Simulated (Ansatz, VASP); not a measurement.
**One calculation of ScGa2N3, two programs**

```xyz
6
Lattice="3.0986 0.0000 0.0000 -1.5493 2.6834 0.0000 0.0000 0.0000 7.4527" Properties=species:S:1:pos:R:3 pbc="T T T"
Sc    0.0000    0.0000    3.7263
Ga    0.0000    1.7890    1.2296
Ga    1.5493    0.8945    6.2230
N     0.0000    1.7890    5.0242
N     1.5493    0.8945    2.4285
N     0.0000    0.0000    0.0000
```

Change from the starting cell: species swapped into the NaFe2O3 type (P-3m1, No. 164).

Alike in both runs: functional PBE; k mesh 12 × 12 × 4; occupations gaussian, width 0.02 eV; no spin polarisation.

Ansatz relaxed the structure, and its values are those at the end. VASP's run is a single point on that final structure, the one shown.

|  | VASP | Ansatz |
| --- | --- | --- |
| version | VASP 6.6.1 | Ansatz 0.2.0 |
| potentials or method | VASP PAW PBE potentials, release 64 (Sc_sv, Ga_d, N), cutoff 520 eV | scalar-relativistic, plane waves, PAW |
| valence electrons in the cell | 52 | 52 |

VASP gave:

```
gap on the k mesh at the Fermi level (eV) : 1.35
least direct gap on the mesh (eV)         : 1.72
pressure (GPa)                            : 0.9
rms of the force components (eV/Å)        : 0.011
```

**Question.** Which values does Ansatz return?

**Answer.** gap on the k mesh at the Fermi level (eV): 1.36; least direct gap on the mesh (eV): 1.73; pressure (GPa): 0.0; rms of the force components (eV/Å): 0.001.

With one functional, cell and mesh, what is left measures potentials, basis and numerics.
